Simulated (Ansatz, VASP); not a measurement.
**CO2 in VASP and in Ansatz**

```
C O
1.0
     3.81470    0.00000    0.00000
     0.00000    3.81470    0.00000
     0.00000    0.00000    2.47748
C O
2 4
Cartesian
  0.0000 0.0000 0.0000
  1.9074 1.9074 1.2387
  1.1675 1.1675 0.0000
  0.7399 3.0748 1.2387
  2.6473 2.6473 0.0000
  3.0748 0.7399 1.2387
```

Alike in both runs: task single point; functional PBE; k mesh 5 × 5 × 7; no spin polarisation.

|  | VASP | Ansatz |
| --- | --- | --- |
| version | VASP 6.6.1 | Ansatz 0.2.0 |
| potentials or method | VASP PAW PBE potentials, release 64 (C, O), cutoff 600 eV | PAW plane waves |
| occupations | methfessel-paxton of order 1, width 0.1 eV | cold, width 0.1 eV |
| valence electrons in the cell | 32 | 32 |

|  | VASP | Ansatz | Ansatz less VASP |
| --- | --- | --- | --- |
| pressure (GPa) | 3.6 | 3.9 | +0.26 |
| traceless stress, the component that is largest in VASP (GPa) | -26.72 | -27.32 | -0.600 |
| rms of the force components (eV/Å) | 0.467 | 0.477 | +0.0096 |

Atom by atom the forces differ by 0.010 eV/Å (rms over components).
